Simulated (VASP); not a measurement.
Input of a VASP 6.6.1 run:

The input INCAR:

```
SYSTEM = Os
ALGO     = Normal         ! electronic algorithm
EDIFF    = 1E-7           ! SCF threshold, eV
ENCUT    = 520            ! plane-wave cutoff, eV
GGA      = PS             ! functional
GGA_COMPAT= .FALSE.      
ISIF     = 2              ! what is computed and relaxed
ISMEAR   = -1             ! smearing method
LASPH    = .TRUE.         ! aspherical terms in the spheres
LCHARG   = .FALSE.        ! write CHGCAR
LMAXMIX  = 4              ! l up to which the mixer works
LORBIT   = 11             ! projections on sites
LORBMOM  = .TRUE.       
LREAL    = .FALSE.        ! projectors in reciprocal space
LSORBIT  = .TRUE.         ! spin-orbit coupling
LWAVE    = .FALSE.        ! write WAVECAR
MAGMOM   = 0 0 0 0 0 0    ! initial moments
NBANDS   = 28             ! bands
NELM     = 150            ! most SCF steps
PREC     = Accurate       ! precision mode
SIGMA    = 0.05           ! smearing width, eV
```

Contents of KPOINTS:

```
k-points
0
G
  11 11 6
  0 0 0
```

The input POSCAR:

```
Os
1.0
    2.7877234178      0.0000000000      0.0000000000
   -1.3938617089      2.4142392985      0.0000000000
    0.0000000000      0.0000000000      4.4044215090
Os
2
Direct
    0.6666666667      0.3333333333      0.7500000000
    0.3333333333      0.6666666667      0.2500000000
```

Potentials or basis: VASP PAW PBE potentials, release 64 (Os).

Command:

```console
$ cat potpaw_PBE.64/Os/POTCAR > POTCAR
$ mpirun -np 1 vasp_ncl > vasp.out
```

(1) What does it give for the pressure?

(2) Estimate the net moment.

Answers

(1) -23.5 GPa.

(2) 0.00 μB per cell.

Caveat: the cell stands under tension; the PAW data sets were made with another functional, which shifts forces and pressure a little.
